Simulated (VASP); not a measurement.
# SrCl2 (Fm-3m) in VASP: notebook

SrCl2 is run at these levels: PBEsol; tasks: single point.

All numbers are computed with VASP 6.6.1; they aren't measurements. Logs are shortened: lines on timing, memory, paths and dates and some standing lists are left out, and cuts for length are marked.

### Step 1. The cell of the first run

Symmetry: Fm-3m, No. 225, cubic system. The conventional cell has a = 6.911 Å, b = 6.911 Å, c = 6.911 Å, α = 90.00°, β = 90.00°, γ = 90.00°. Sr (site symmetry m-3m) has 8 Cl at 2.99 Å within 3.9 Å. Cl (site symmetry -43m) has 4 Sr at 2.99 Å and 6 Cl at 3.46 Å within 3.9 Å.

### Step 2. Single point, PBEsol (strained)

The input, INCAR:

```
SYSTEM = SrCl2
PREC = Accurate ; ENCUT = 520
EDIFF = 1E-6 ; ISMEAR = 0
SIGMA = 0.02 ; LREAL = .FALSE.
LASPH = .TRUE. ; NELM = 100
ALGO = Normal ; ISIF = 2
LWAVE = .FALSE. ; LCHARG = .FALSE.
GGA = PS ; NBANDS = 19
```

The input, KPOINTS:

```
Automatic mesh
0
G
  6 6 6
  0 0 0
```

The input, POSCAR:

```
SrCl2
1.0
    0.0000000000      3.4555595550      3.4555595550
    3.4555595550      0.0000000000      3.4555595550
    3.4555595550      3.4555595550      0.0000000000
Sr Cl
1 2
Direct
    0.0000000000      0.0000000000      0.0000000000
    0.2500000000      0.2500000000      0.2500000000
    0.7500000000      0.7500000000      0.7500000000
```

Potentials or basis: VASP PAW PBE potentials, release 64 (Sr_sv, Cl).

Command:

```
> cat potpaw_PBE.64/Sr_sv/POTCAR potpaw_PBE.64/Cl/POTCAR > POTCAR
> mpirun -np 1 vasp_std > vasp.out
```

OUTCAR:

```text
SYSTEM = SrCl2
   PREC = Accurate
   ENCUT = 520
   EDIFF = 1E-6
   ISMEAR = 0
   LREAL = .FALSE.
   LASPH = .TRUE.
   NELM = 100
   ISIF = 2
   GGA = PS

 ion  position               nearest neighbor table
   1  0.000  0.000  0.000-   3 2.99   3 2.99   3 2.99   2 2.99   3 2.99   2 2.99   2 2.99   2 2.99

   2  0.250  0.250  0.250-   1 2.99   1 2.99   1 2.99   1 2.99
   3  0.750  0.750  0.750-   1 2.99   1 2.99   1 2.99   1 2.99

  LATTYP: Found a face centered cubic cell.
 ALAT       =     6.9111191100

  Lattice vectors:

 A1 = (   0.0000000000,   3.4555595550,   3.4555595550)
 A2 = (   3.4555595550,   0.0000000000,   3.4555595550)
 A3 = (   3.4555595550,   3.4555595550,   0.0000000000)

Analysis of symmetry for initial positions (statically):
=====================================================================
 Subroutine PRICEL returns:
 Original cell was already a primitive cell.

 Routine SETGRP: Setting up the symmetry group for a
 face centered cubic supercell.

 Subroutine GETGRP returns: Found 48 space group operations
[... 9 lines left out ...]

 Routine SETGRP: Setting up the symmetry group for a
 face centered cubic supercell.

 Subroutine GETGRP returns: Found 48 space group operations
[... 11 lines left out ...]
                                     Primitive cell

  volume of cell :      82.5249

  direct lattice vectors                    reciprocal lattice vectors
     0.000000000  3.455559555  3.455559555    -0.144694366  0.144694366  0.144694366
     3.455559555  0.000000000  3.455559555     0.144694366 -0.144694366  0.144694366
     3.455559555  3.455559555  0.000000000     0.144694366  0.144694366 -0.144694366

  length of vectors
     4.886899188  4.886899188  4.886899188     0.250617994  0.250617994  0.250617994

  position of ions in fractional coordinates (direct lattice)
     0.000000000  0.000000000  0.000000000
     0.250000000  0.250000000  0.250000000
     0.750000000  0.750000000  0.750000000

  ion indices of the primitive-cell ions
   primitive index   ion index
                 1           1
                 2           2
                 3           3

----------------------------------------------------------------------------------------

 KPOINTS: Automatic mesh

Automatic generation of k-mesh.
 Grid dimensions read from file:
 generate k-points for:    6    6    6

 Generating k-lattice:

  Cartesian coordinates                     Fractional coordinates (reciprocal lattice)
    -0.024115728  0.024115728  0.024115728     0.166666667  0.000000000  0.000000000
     0.024115728 -0.024115728  0.024115728     0.000000000  0.166666667  0.000000000
[... 49 lines left out ...]
   EDIFF  = 0.1E-05   stopping-criterion for ELM
   LREAL  =      F    real-space projection
   EDIFFG = 0.1E-04   stopping-criterion for IOM
   NSW    =      0    number of steps for IOM
   IBRION =     -1    ionic relax: 0-MD 1-quasi-New 2-CG
   NFREE  =      0    steps in history (QN), initial steepest desc. (CG)
   ISIF   =      2    stress and relaxation
   ISYM   =      2    0-nonsym 1-usesym 2-fastsym
   POTIM  = 0.5000    time-step for ionic-motion
   TEBEG  =    0.0;   TEEND  =   0.0 temperature during run
   PSTRESS=    0.0 pullay stress
   NELECT =      24.0000    total number of electrons
   NUPDOWN=      -1.0000    fix difference up-down
   EMIN   =  10.00;   EMAX   =-10.00  energy-range for DOS
   EFERMI =   0.00;   METHOD = LEGACY
   ISMEAR =     0;   SIGMA  =   0.02  broadening in eV -4-tet -1-fermi 0-gaus
   EFERMI_NEDOS =   21; number of points for ismear=-14 and -15
   IALGO  =     38    algorithm
   IMIX   =      4    mixing-type and parameters
     AMIX     =   0.40;   BMIX     =  1.00
     AMIX_MAG =   1.60;   BMIX_MAG =  1.00
  volume/ion in A,a.u.               =      27.51       185.64
  Fermi-wavevector in a.u.,A,eV,Ry     =   1.084635  2.049663 16.006338  1.176433
  Thomas-Fermi vector in A             =   2.220729
   LORBIT       =      0    0 simple, 1 ext, 2 COOP (PROOUT), +10 PAW based schemes
   GGA     = PS    functional components
   LHFCALC =     F    Hartree Fock is set to
   AEXX    =    0.0000 exact exchange contribution
   IVDW    =     0    specifies the selected vdW correction
   LEPSILON=     F    determine dielectric tensor
   LRPA    =     F    only Hartree local field effects (RPA)
 non-spin polarized calculation
 Gauss-broadening in eV      SIGMA  =   0.02
  energy-cutoff  :      520.00
  volume of cell :       82.52
 maximum number of plane-waves:      2252
   NGX = 19   NGY = 19   NGZ = 19

 number of electron      24.0000002 magnetization

 Free energy of the ion-electron system (eV)
  ---------------------------------------------------
  ext. energy  EPLUGINS =         0.00000000
  ---------------------------------------------------
  free energy    TOTEN  =       -13.34265838 eV

  energy without entropy =      -13.34265838  energy(sigma->0) =      -13.34265838

 E-fermi :   0.3550     XC(G=0):  -8.6177

 val. band max:        0.2726018411   @ k =   0.5000   0.5000   0.0000
 cond. band min:       5.5095731072   @ k =   0.0000   0.0000   0.0000
 fundamental gap:      5.2369712662
 Fermi energy:         0.3550091821

 k-point     1 :       0.0000    0.0000    0.0000
  band No.  band energies     occupation
      1     -32.4381      2.00000
      2     -14.4680      2.00000
      3     -14.4680      2.00000
      4     -14.4680      2.00000
      5     -13.1153      2.00000
      6     -12.1871      2.00000
[... 329 lines left out ...]
      6     -12.2904      2.00000
[... 11 lines left out ...]
     18       9.8771      0.00000
     19      10.2837      0.00000

------------------------ aborting loop because EDIFF is reached ----------------------------------------

  FORCE on cell =-STRESS in cart. coord.  units (eV):
  Direction    XX          YY          ZZ          XY          YZ          ZX
  --------------------------------------------------------------------------------------
  -------------------------------------------------------------------------------------
  Total        0.0433926      0.0433926      0.0433926      0.0000000      0.0000000      0.0000000
  in kB        0.8424447      0.8424447      0.8424447      0.0000000      0.0000000      0.0000000
  external PRESSURE =       0.8424447 kB  Pullay stress =       0.0000000 kB

 VOLUME and BASIS-vectors are now :
 -----------------------------------------------------------------------------
  energy-cutoff  :      520.00
  volume of cell :       82.52
      direct lattice vectors                 reciprocal lattice vectors
     0.000000000  3.455559555  3.455559555    -0.144694366  0.144694366  0.144694366
     3.455559555  0.000000000  3.455559555     0.144694366 -0.144694366  0.144694366
     3.455559555  3.455559555  0.000000000     0.144694366  0.144694366 -0.144694366

 POSITION                                       TOTAL-FORCE (eV/Angst)
 -----------------------------------------------------------------------------------
      0.00000      0.00000      0.00000         0.000000      0.000000      0.000000
      1.72778      1.72778      1.72778        -0.000000     -0.000000     -0.000000
      5.18334      5.18334      5.18334         0.000000      0.000000      0.000000
 -----------------------------------------------------------------------------------
    total drift:                                0.000000      0.000000      0.000000

  FREE ENERGIE OF THE ION-ELECTRON SYSTEM (eV)
  ---------------------------------------------------
  free  energy   TOTEN  =       -13.3426583755 eV

  energy  without entropy=      -13.3426583755  energy(sigma->0) =      -13.34265838
```

OSZICAR:

```text
N       E                     dE             d eps       ncg     rms          rms(c)
DAV:   1     0.135341729372E+03    0.13534E+03   -0.11542E+04   608   0.113E+03
DAV:   2    -0.464967812452E+01   -0.13999E+03   -0.13459E+03   801   0.217E+02
DAV:   3    -0.133216426964E+02   -0.86720E+01   -0.86379E+01   828   0.535E+01
DAV:   4    -0.135569234979E+02   -0.23528E+00   -0.23490E+00   930   0.805E+00
DAV:   5    -0.135606386604E+02   -0.37152E-02   -0.37149E-02   825   0.917E-01    0.148E+01
DAV:   6    -0.133350531338E+02    0.22559E+00   -0.43551E-01   691   0.371E+00    0.924E+00
DAV:   7    -0.133383076443E+02   -0.32545E-02   -0.28729E-01   830   0.329E+00    0.156E+00
DAV:   8    -0.133399245600E+02   -0.16169E-02   -0.45669E-02   708   0.114E+00    0.342E-01
DAV:   9    -0.133412215666E+02   -0.12970E-02   -0.15106E-03   731   0.239E-01    0.120E-01
DAV:  10    -0.133424380372E+02   -0.12165E-02   -0.77636E-04   677   0.140E-01    0.311E-02
DAV:  11    -0.133426279447E+02   -0.18991E-03   -0.15121E-04   765   0.566E-02    0.328E-02
DAV:  12    -0.133426581411E+02   -0.30196E-04   -0.42573E-05   656   0.283E-02    0.972E-03
DAV:  13    -0.133426583755E+02   -0.23440E-06   -0.65832E-07   730   0.475E-03
   1 F= -.13342658E+02 E0= -.13342658E+02  d E =-.663622E-11
```

Run time: 10 s. Hardware: 1 thread of Intel Xeon 6975P-C (Granite Rapids), shared host; peak memory 0.2 GiB.

What came out:

```
Free energy            : -13.3427 eV
Pressure               : 0.1 GPa
Band gap on the k mesh : 5.24 eV, indirect (least direct gap 5.34 eV)
```

Caveat: the cell differs from its parent crystal (strained); the PAW data sets were made with another functional, which shifts forces and pressure a little. A k mesh can miss the band edges.

### Step 3. Single point, PBEsol (strained)

The input, INCAR:

```
  PREC = Accurate
  ENCUT = 520
  EDIFF = 1E-6
  ISMEAR = 0
  SIGMA = 0.02
  LREAL = F
  LASPH = T
  NELM = 80
  ALGO = Normal
  ISIF = 2
  LWAVE = F
  LCHARG = T
  GGA = PS
  LELF = T
  LVHAR = T
  NBANDS = 19
```

The input, KPOINTS:

```
Automatic mesh
0
Gamma
  6 6 6
```

The input, POSCAR:

```
SrCl2
1.0
    0.0000000000      3.5953629600      3.5953629600
    3.5953629600      0.0000000000      3.5953629600
    3.5953629600      3.5953629600      0.0000000000
Sr Cl
1 2
Direct
    0.0000000000      0.0000000000      0.0000000000
    0.2500000000      0.2500000000      0.2500000000
    0.7500000000      0.7500000000      0.7500000000
```

Potentials or basis: VASP PAW PBE potentials, release 64 (Sr_sv, Cl).

Command:

```
> cat potpaw_PBE.64/Sr_sv/POTCAR potpaw_PBE.64/Cl/POTCAR > POTCAR
> mpirun -np 1 vasp_std > vasp.out
```

Wall time 17 s (1 thread of Intel Xeon 6975P-C (Granite Rapids), shared host); peak memory 0.23 GiB.

The run converged. Its results:

```
Free energy            : -13.2242 eV
Pressure               : -3.4 GPa
Band gap on the k mesh : 4.81 eV, indirect (least direct gap 5.12 eV)
```

Levels at points of the mesh, in eV from the valence-band top:
```csv
k point,band 8,band 9,band 10,band 11,band 12,band 13,band 14,band 15,band 16,band 17
"(0.00, 0.00, 0.00)",-1.87,-1.87,-0.31,-0.31,-0.31,4.81,5.99,5.99,8.73,8.73
"(0.50, 0.00, 0.00)",-1.36,-1.36,-1.19,-0.95,-0.95,6.52,6.52,7.09,7.57,8.01
"(0.50, 0.50, 0.00)",-1.70,-1.70,-0.35,-0.35,0.00,5.40,6.68,7.29,7.66,7.66
```

Caveat: the cell differs from its parent crystal (strained); the PAW data sets were made with another functional, which shifts forces and pressure a little. A k mesh can miss the band edges.
